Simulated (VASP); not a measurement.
Input of a VASP 6.6.1 run:

The input INCAR:

```
SYSTEM = InSe
PREC = Accurate ; ENCUT = 520
EDIFF = 1E-6 ; ISMEAR = -1
SIGMA = 0.05 ; LREAL = .FALSE.
LASPH = .TRUE. ; NELM = 60
ALGO = Normal ; ISIF = 2
LWAVE = .FALSE. ; LCHARG = .TRUE.
GGA = PE ; LELF = .TRUE.
LVHAR = .TRUE. ; NBANDS = 48
```

Contents of KPOINTS:

```
Automatic mesh
0
G
  13 13 3
  0 0 0
```

File POSCAR:

```
InSe
1.0
    4.0768207160      0.0000000000      0.0000000000
   -2.0384103580      3.5306303068      0.0000000000
    0.0000000000      0.0000000000     17.0421224728
In Se
4 4
Direct
    0.3333333333      0.6666666667      0.1676437052
    0.6666666667      0.3333333333      0.6676437052
    0.3333333333      0.6666666667      0.3323562948
    0.6666666667      0.3333333333      0.8323562948
    0.3333333333      0.6666666667      0.5933167176
    0.6666666667      0.3333333333      0.0933167176
    0.3333333333      0.6666666667      0.9066832824
    0.6666666667      0.3333333333      0.4066832824
```

Potentials or basis: VASP PAW PBE potentials, release 64 (In_d, Se).

Command:

```bash
$ cat potpaw_PBE.64/In_d/POTCAR potpaw_PBE.64/Se/POTCAR > POTCAR
$ mpirun -np 1 vasp_std > vasp.out
```

What does it give for the pressure?

0.8 GPa.

Estimate the band gap on the k mesh.

0.28 eV.

Stress tensor (GPa, compression positive):
```
0.66 0.00 0.00
0.00 0.66 0.00
0.00 0.00 1.10
```

Caveat: spin-orbit coupling is left out, which moves the levels of the heavy elements; this functional lacks dispersion, which binds layers or chains, so the pressure and a relaxed spacing across them are unreliable. A k mesh can miss the band edges.
